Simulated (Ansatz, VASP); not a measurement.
**ScGaTeSe2 in VASP and in Ansatz**

```xyz
5
Lattice="5.1474 0.0000 0.0000 0.0000 5.1474 0.0000 0.0000 0.0000 4.9691" Properties=species:S:1:pos:R:3 pbc="T T T"
Sc    0.0000    0.0000    0.0000
Ga    2.5737    2.5737    0.0000
Te    2.5737    2.5737    2.4846
Se    2.5737    0.0000    2.4846
Se    0.0000    2.5737    2.4846
```

Change from the starting cell: species swapped into the ErBPd2Rh type (P4/mmm, No. 123).

Alike in both runs: task relaxation of cell and atoms; functional PBE; k mesh 4 × 4 × 4; occupations gaussian, width 0.1 eV; no spin polarisation.

```csv
,VASP,Ansatz
version,VASP 6.6.1,Ansatz 0.2.0
potentials or method,"VASP PAW PBE potentials, release 64 (Sc_sv, Ga_d, Te, Se), cutoff 600 eV","scalar-relativistic, plane waves, PAW"
valence electrons in the cell,42,72
```

|  | VASP | Ansatz | Ansatz less VASP |
| --- | --- | --- | --- |
| gap on the k mesh at the Fermi level, each at its own relaxed structure (eV) | none | none | - |
| relaxed volume (Å³/atom) | 30.62 | 30.53 | -0.095 |
| relaxed length of the cell vector where the two differ most in proportion (Å) | 5.467 | 5.459 | -0.0077 |

A gap of «none» marks a metal or a gap that the smearing closes. VASP's potentials hold 42 valence electrons a cell and Ansatz's 72, so a difference there can come from the potentials and not from the codes.

Neither program's run includes spin-orbit coupling. Noted on VASP's run: the volume moved by over 15 % at a fixed basis, so the end points are rough.
